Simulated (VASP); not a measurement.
# CdSe (I-4m2) in VASP: notebook

The runs below take CdSe through single point, with LDA.

Everything below comes from runs of VASP 6.6.1. Logs are shortened: lines on timing, memory, paths and dates and some standing lists are left out, and cuts for length are marked.

## (1) The cell of the first run

Symmetry: I-4m2, No. 119, tetragonal system. The conventional cell has a = 4.299 Å, b = 4.299 Å, c = 6.141 Å, α = 90.00°, β = 90.00°, γ = 90.00°. Within 3.5 Å of Cd (site symmetry -4m2) lie 4 Se at 2.64 Å. Within 3.5 Å of Se (site symmetry -4m2) lie 4 Cd at 2.64 Å.

## (2) Single point, LDA (equal xx and yy strain of -1 %)

Input file INCAR:

```
SYSTEM = CdSe
  ALGO = Normal
  EDIFF = 1E-7
  ENCUT = 520
  ISIF = 2
  ISMEAR = -1
  LASPH = .True.
  LCHARG = .False.
  LREAL = .False.
  LWAVE = .False.
  NBANDS = 16
  NELM = 100
  PREC = Accurate
  SIGMA = 0.03
```

Input file KPOINTS:

```
k-points
0
Gamma
  8 8 8
  0 0 0
```

Input file POSCAR:

```
CdSe
1.0
    0.0000000000      3.0395684866      3.0702711986
    3.0395684866      0.0000000000      3.0702711986
    3.0395684866      3.0395684866      0.0000000000
Cd Se
1 1
Direct
    0.0000000000      0.0000000000      0.0000000000
    0.2500000000      0.2500000000      0.2500000000
```

Potentials or basis: VASP PAW LDA potentials, release 64 (Cd, Se).

The run is started by

```console
> cat potpaw_LDA.64/Cd/POTCAR potpaw_LDA.64/Se/POTCAR > POTCAR
> mpirun -np 1 vasp_std > vasp.out
```

OUTCAR:

```text
SYSTEM = CdSe
   EDIFF = 1E-7
   ENCUT = 520
   ISIF = 2
   ISMEAR = -1
   LASPH = .True.
   LREAL = .False.
   NELM = 100
   PREC = Accurate

 ion  position               nearest neighbor table
   1  0.000  0.000  0.000-   2 2.64   2 2.64   2 2.64   2 2.64
   2  0.250  0.250  0.250-   1 2.64   1 2.64   1 2.64   1 2.64

  LATTYP: Found a body centered tetragonal cell.
 ALAT       =     4.2985989775
 C/A-ratio  =     1.4284985479

  Lattice vectors:

 A1 = (  -3.0395684866,   0.0000000000,   3.0702711986)
 A2 = (   3.0395684866,   0.0000000000,   3.0702711986)
 A3 = (   0.0000000000,   3.0395684866,  -3.0702711986)

Analysis of symmetry for initial positions (statically):
=====================================================================
 Subroutine PRICEL returns:
 Original cell was already a primitive cell.

 Routine SETGRP: Setting up the symmetry group for a
 body centered tetragonal supercell.

 Subroutine GETGRP returns: Found  8 space group operations
 (whereof  8 operations were pure point group operations)
 out of a pool of 16 trial point group operations.

The static configuration has the point symmetry D_2d.

Analysis of symmetry for dynamics (positions and initial velocities):
=====================================================================
 Subroutine PRICEL returns:
 Original cell was already a primitive cell.

 Routine SETGRP: Setting up the symmetry group for a
 body centered tetragonal supercell.

 Subroutine GETGRP returns: Found  8 space group operations
 (whereof  8 operations were pure point group operations)
 out of a pool of 16 trial point group operations.

The dynamic configuration has the point symmetry D_2d.

 Subroutine INISYM returns: Found  8 space group operations
 (whereof  8 operations are pure point group operations),
 and found     1 'primitive' translations

----------------------------------------------------------------------------------------

                                     Primitive cell

  volume of cell :      56.7323

  direct lattice vectors                    reciprocal lattice vectors
     0.000000000  3.039568487  3.070271199    -0.164497034  0.164497034  0.162852063
     3.039568487  0.000000000  3.070271199     0.164497034 -0.164497034  0.162852063
     3.039568487  3.039568487  0.000000000     0.164497034  0.164497034 -0.162852063

  length of vectors
     4.320363621  4.320363621  4.298598978     0.283970672  0.283970672  0.283970672

  position of ions in fractional coordinates (direct lattice)
     0.000000000  0.000000000  0.000000000
     0.250000000  0.250000000  0.250000000

  ion indices of the primitive-cell ions
   primitive index   ion index
                 1           1
                 2           2

----------------------------------------------------------------------------------------

 KPOINTS: k-points

Automatic generation of k-mesh.
 Grid dimensions read from file:
 generate k-points for:    8    8    8

 Generating k-lattice:

  Cartesian coordinates                     Fractional coordinates (reciprocal lattice)
    -0.020562129  0.020562129  0.020356508     0.125000000  0.000000000  0.000000000
     0.020562129 -0.020562129  0.020356508     0.000000000  0.125000000  0.000000000
     0.020562129  0.020562129 -0.020356508     0.000000000  0.000000000  0.125000000

  Length of vectors
     0.035496334  0.035496334  0.035496334

  Shift w.r.t. Gamma in fractional coordinates (k-lattice)
     0.000000000  0.000000000  0.000000000

 Subroutine IBZKPT returns following result:
 ===========================================

 Found     59 irreducible k-points:

 Following reciprocal coordinates:
            Coordinates               Weight
  0.000000  0.000000  0.000000      1.000000
  0.125000  0.000000  0.000000      8.000000
  0.250000  0.000000  0.000000      8.000000
  0.375000  0.000000  0.000000      8.000000
  0.500000  0.000000  0.000000      4.000000
  0.125000  0.125000  0.000000      2.000000
[... 16 lines left out ...]
  0.250000  0.000000  0.125000     16.000000
  0.375000  0.000000  0.125000     16.000000
 [... further k-points ...]
   k-points           NKPTS =     59   k-points in BZ     NKDIM =     59   number of bands    NBANDS=     16
   number of dos      NEDOS =    301   number of ions     NIONS =      2
   total plane-waves  NPLWV =  32768
   dimension x,y,z NGX =    32 NGY =   32 NGZ =   32
   dimension x,y,z NGXF=    64 NGYF=   64 NGZF=   64
   ions per type =               1   1
   NGX,Y,Z   is equivalent  to a cutoff of  12.31, 12.31, 12.38 a.u.
   NGXF,Y,Z  is equivalent  to a cutoff of  24.63, 24.63, 24.75 a.u.
 SYSTEM =  CdSe
   PREC   = accura    normal or accurate (medium, high low for compatibility)
   ISTART =      0    job   : 0-new  1-cont  2-samecut
   ICHARG =      2    charge: 1-file 2-atom 10-const
   ISPIN  =      1    spin polarized calculation?
   LNONCOLLINEAR =      F non collinear calculations
   LSORBIT =      F    spin-orbit coupling
   LASPH  =      T    aspherical Exc in radial PAW
   ENCUT  =  520.0 eV  38.22 Ry    6.18 a.u.   8.03  8.03  7.99*2*pi/ulx,y,z
   NELM   =    100;   NELMIN=  2; NELMDL= -5     # of ELM steps
   EDIFF  = 0.1E-06   stopping-criterion for ELM
   LREAL  =      F    real-space projection
   EDIFFG = 0.1E-05   stopping-criterion for IOM
   NSW    =      0    number of steps for IOM
   IBRION =     -1    ionic relax: 0-MD 1-quasi-New 2-CG
   NFREE  =      0    steps in history (QN), initial steepest desc. (CG)
   ISIF   =      2    stress and relaxation
   ISYM   =      2    0-nonsym 1-usesym 2-fastsym
   POTIM  = 0.5000    time-step for ionic-motion
   TEBEG  =    0.0;   TEEND  =   0.0 temperature during run
   PSTRESS=    0.0 pullay stress
   NELECT =      18.0000    total number of electrons
   NUPDOWN=      -1.0000    fix difference up-down
   EMIN   =  10.00;   EMAX   =-10.00  energy-range for DOS
   EFERMI =   0.00;   METHOD = LEGACY
   ISMEAR =    -1;   SIGMA  =   0.03  broadening in eV -4-tet -1-fermi 0-gaus
   EFERMI_NEDOS =   21; number of points for ismear=-14 and -15
   IALGO  =     38    algorithm
   IMIX   =      4    mixing-type and parameters
     AMIX     =   0.40;   BMIX     =  1.00
     AMIX_MAG =   1.60;   BMIX_MAG =  1.00
  volume/ion in A,a.u.               =      28.37       191.42
  Fermi-wavevector in a.u.,A,eV,Ry     =   1.116577  2.110025 16.962994  1.246745
  Thomas-Fermi vector in A             =   2.253192
   LORBIT       =      0    0 simple, 1 ext, 2 COOP (PROOUT), +10 PAW based schemes
   GGA     = CA    functional components
   LHFCALC =     F    Hartree Fock is set to
   AEXX    =    0.0000 exact exchange contribution
   IVDW    =     0    specifies the selected vdW correction
   LEPSILON=     F    determine dielectric tensor
   LRPA    =     F    only Hartree local field effects (RPA)
 non-spin polarized calculation
  energy-cutoff  :      520.00
  volume of cell :       56.73
 maximum number of plane-waves:      1552
   NGX = 17   NGY = 17   NGZ = 15

 number of electron      18.0000001 magnetization

 Free energy of the ion-electron system (eV)
  ---------------------------------------------------
  ext. energy  EPLUGINS =         0.00000000
  ---------------------------------------------------
  free energy    TOTEN  =        -6.74883093 eV

  energy without entropy =       -6.74882128  energy(sigma->0) =       -6.74882611

 E-fermi :   0.9347     XC(G=0):  -9.2532

 val. band max:        0.7534127783   @ k =   0.0000   0.0000   0.0000
 cond. band min:       1.0878524966   @ k =   0.0000   0.0000   0.0000
 fundamental gap:      0.3344397183
 Fermi energy:         0.9346832757

 k-point     1 :       0.0000    0.0000    0.0000
  band No.  band energies     occupation
      1     -11.8561      2.00000
      2      -7.1823      2.00000
      3      -7.1779      2.00000
      4      -7.1779      2.00000
      5      -6.8107      2.00000
      6      -6.8076      2.00000
[... 8 lines left out ...]
     15      11.7320      0.00000
     16      11.8895      0.00000

 k-point     2 :       0.1250    0.0000    0.0000
  band No.  band energies     occupation
      1     -11.8025      2.00000
      2      -7.1640      2.00000
      3      -7.1609      2.00000
      4      -7.1329      2.00000
      5      -6.8114      2.00000
      6      -6.8089      2.00000
[... 8 lines left out ...]
     15      10.9715      0.00000
     16      11.0332      0.00000

 k-point     3 :       0.2500    0.0000    0.0000
  band No.  band energies     occupation
      1     -11.6715      2.00000
      2      -7.1270      2.00000
      3      -7.1235      2.00000
      4      -6.9742      2.00000
      5      -6.8076      2.00000
      6      -6.8070      2.00000
[... 8 lines left out ...]
     15      10.7269      0.00000
     16      10.7458      0.00000

 k-point     4 :       0.3750    0.0000    0.0000
  band No.  band energies     occupation
      1     -11.5388      2.00000
      2      -7.0981      2.00000
      3      -7.0938      2.00000
      4      -6.7956      2.00000
      5      -6.7941      2.00000
      6      -6.7023      2.00000
[... 8 lines left out ...]
     15      11.5845      0.00000
     16      11.6083      0.00000

 k-point     5 :       0.5000    0.0000    0.0000
  band No.  band energies     occupation
      1     -11.4835      2.00000
      2      -7.0891      2.00000
      3      -7.0842      2.00000
      4      -6.7875      2.00000
      5      -6.7848      2.00000
      6      -6.5238      2.00000
[... 8 lines left out ...]
     15      12.7400      0.00000
     16      12.8017      0.00000

 k-point     6 :       0.1250    0.1250    0.0000
  band No.  band energies     occupation
      1     -11.7855      2.00000
      2      -7.1446      2.00000
      3      -7.1446      2.00000
      4      -7.1418      2.00000
      5      -6.8225      2.00000
      6      -6.7994      2.00000
[... 8 lines left out ...]
     15      11.4160      0.00000
     16      12.0209      0.00000

 k-point     7 :       0.2500    0.1250    0.0000
  band No.  band energies     occupation
      1     -11.6809      2.00000
      2      -7.1220      2.00000
      3      -7.1049      2.00000
      4      -7.0250      2.00000
      5      -6.8251      2.00000
      6      -6.7921      2.00000
[... 8 lines left out ...]
     15      11.7305      0.00000
     16      11.9855      0.00000

 k-point     8 :       0.3750    0.1250    0.0000
  band No.  band energies     occupation
      1     -11.5489      2.00000
      2      -7.0937      2.00000
      3      -7.0709      2.00000
      4      -6.8564      2.00000
      5      -6.7842      2.00000
      6      -6.7409      2.00000
[... 8 lines left out ...]
     15      11.5977      0.00000
     16      12.2109      0.00000

 k-point     9 :       0.5000    0.1250    0.0000
  band No.  band energies     occupation
      1     -11.4676      2.00000
      2      -7.0788      2.00000
      3      -7.0596      2.00000
      4      -6.8119      2.00000
      5      -6.7849      2.00000
      6      -6.5153      2.00000
[... 8 lines left out ...]
     15      12.0138      0.00000
     16      12.8161      0.00000
[... 172 lines left out ...]
 k-point    19 :       0.5000    0.3750    0.0000
  band No.  band energies     occupation
      1     -11.3871      2.00000
      2      -6.9990      2.00000
      3      -6.9428      2.00000
      4      -6.9190      2.00000
      5      -6.7612      2.00000
      6      -6.4795      2.00000
[... 8 lines left out ...]
     15      13.2798      0.00000
     16      13.8169      0.00000

 k-point    20 :      -0.3750    0.3750    0.0000
  band No.  band energies     occupation
      1     -11.3789      2.00000
      2      -7.0222      2.00000
      3      -6.9613      2.00000
      4      -6.8756      2.00000
      5      -6.7812      2.00000
      6      -6.3789      2.00000
[... 8 lines left out ...]
     15      12.1935      0.00000
     16      14.4680      0.00000

 k-point    21 :       0.5000    0.5000    0.0000
  band No.  band energies     occupation
      1     -11.3696      2.00000
      2      -6.9903      2.00000
      3      -6.9210      2.00000
      4      -6.9210      2.00000
      5      -6.7516      2.00000
      6      -6.4727      2.00000
[... 8 lines left out ...]
     15      13.1772      0.00000
     16      13.9652      0.00000

 k-point    22 :       0.1250    0.0000    0.1250
  band No.  band energies     occupation
      1     -11.7844      2.00000
      2      -7.1490      2.00000
      3      -7.1444      2.00000
      4      -7.1380      2.00000
      5      -6.8197      2.00000
      6      -6.8012      2.00000
[... 8 lines left out ...]
     15      11.4606      0.00000
     16      11.9063      0.00000

 k-point    23 :       0.2500    0.0000    0.1250
  band No.  band energies     occupation
      1     -11.6791      2.00000
      2      -7.1215      2.00000
      3      -7.1069      2.00000
      4      -7.0248      2.00000
      5      -6.8215      2.00000
      6      -6.7930      2.00000
[... 8 lines left out ...]
     15      11.6621      0.00000
     16      11.9857      0.00000

 k-point    24 :       0.3750    0.0000    0.1250
  band No.  band energies     occupation
      1     -11.5473      2.00000
      2      -7.0920      2.00000
      3      -7.0734      2.00000
      4      -6.8613      2.00000
      5      -6.7836      2.00000
      6      -6.7334      2.00000
[... 8 lines left out ...]
     15      11.6177      0.00000
     16      12.2247      0.00000

 [... further k-points ...]
[... 5 lines left out ...]
  --------------------------------------------------------------------------------------
  -------------------------------------------------------------------------------------
  Total       -0.6728792     -0.6728792     -0.7477305      0.0000000      0.0000000      0.0000000
  in kB      -19.0027790    -19.0027790    -21.1166523      0.0000000      0.0000000      0.0000000
  external PRESSURE =     -19.7074034 kB  Pullay stress =       0.0000000 kB

 VOLUME and BASIS-vectors are now :
 -----------------------------------------------------------------------------
  energy-cutoff  :      520.00
  volume of cell :       56.73
      direct lattice vectors                 reciprocal lattice vectors
     0.000000000  3.039568487  3.070271199    -0.164497034  0.164497034  0.162852063
     3.039568487  0.000000000  3.070271199     0.164497034 -0.164497034  0.162852063
     3.039568487  3.039568487  0.000000000     0.164497034  0.164497034 -0.162852063

 POSITION                                       TOTAL-FORCE (eV/Angst)
 -----------------------------------------------------------------------------------
      0.00000      0.00000      0.00000         0.000000      0.000000      0.000000
      1.51978      1.51978      1.53514        -0.000000     -0.000000     -0.000000
 -----------------------------------------------------------------------------------
    total drift:                                0.000000      0.000000      0.000000

  FREE ENERGIE OF THE ION-ELECTRON SYSTEM (eV)
  ---------------------------------------------------
  free  energy   TOTEN  =        -6.7488309348 eV

  energy  without entropy=       -6.7488212849  energy(sigma->0) =       -6.74882611
```

It took 20 s on 1 thread of Intel Xeon 6975P-C, shared host; peak memory 0.19 GiB.

What came out:

* Free energy: -6.7488 eV
* Pressure: -2.0 GPa
* Band gap on the k mesh: 0.33 eV, direct

Stress tensor (GPa, compression positive):
```
-1.90  0.00  0.00
 0.00 -1.90  0.00
 0.00  0.00 -2.11
```

Caveat: the cell differs from its parent crystal (equal xx and yy strain of -1 %).

## (3) Single point, LDA (zz strain of +1 %)

Input file INCAR:

```
SYSTEM = CdSe
ALGO = Normal
EDIFF = 1E-6
ENCUT = 520
ISIF = 2
ISMEAR = -1
LASPH = .TRUE.
LCHARG = .FALSE.
LREAL = .FALSE.
LWAVE = .FALSE.
NBANDS = 16
NELM = 100
PREC = Accurate
SIGMA = 0.03
```

Input file KPOINTS:

```
k-points
0
G
  8 8 8
  0 0 0
```

Input file POSCAR:

```
CdSe
1.0
    0.0000000000      3.0702711986      3.1009739106
    3.0702711986      0.0000000000      3.1009739106
    3.0702711986      3.0702711986      0.0000000000
Cd Se
1 1
Direct
    0.0000000000      0.0000000000      0.0000000000
    0.2500000000      0.2500000000      0.2500000000
```

Potentials or basis: VASP PAW LDA potentials, release 64 (Cd, Se).

The run is started by

```console
> cat potpaw_LDA.64/Cd/POTCAR potpaw_LDA.64/Se/POTCAR > POTCAR
> mpirun -np 1 vasp_std > vasp.out
```

Run time: 23 s. Hardware: 1 thread of Intel Xeon 6975P-C, shared host; peak memory 0.19 GiB.

It converged, with:

```yaml
Free_energy: -6.7201 eV
Pressure: -3.3 GPa
Band_gap_on_the_k_mesh: 0.27 eV, direct
```

Stress tensor (GPa, compression positive):
```
-3.25  0.00  0.00
 0.00 -3.25  0.00
 0.00  0.00 -3.47
```

Levels at points of the mesh, in eV from the valence-band top:
| k point | band 5 | band 6 | band 7 | band 8 | band 9 | band 10 | band 11 | band 12 | band 13 | band 14 |
| --- | --- | --- | --- | --- | --- | --- | --- | --- | --- | --- |
| (0.00, 0.00, 0.00) | -7.50 | -7.49 | -0.03 | 0.00 | 0.00 | 0.27 | 5.78 | 5.78 | 5.78 | 9.33 |
| (0.50, 0.00, 0.00) | -7.47 | -7.23 | -4.27 | -0.74 | -0.70 | 2.13 | 6.26 | 6.33 | 7.07 | 9.66 |
| (0.50, 0.50, 0.00) | -7.44 | -7.18 | -4.04 | -1.74 | -1.74 | 3.01 | 3.61 | 8.63 | 9.79 | 9.79 |
| (0.50, 0.00, 0.50) | -7.44 | -7.17 | -3.98 | -1.79 | -1.77 | 2.98 | 3.53 | 8.72 | 9.72 | 9.83 |

Caveat: the cell differs from its parent crystal (zz strain of +1 %).

(Continued in part 2 of 2.)
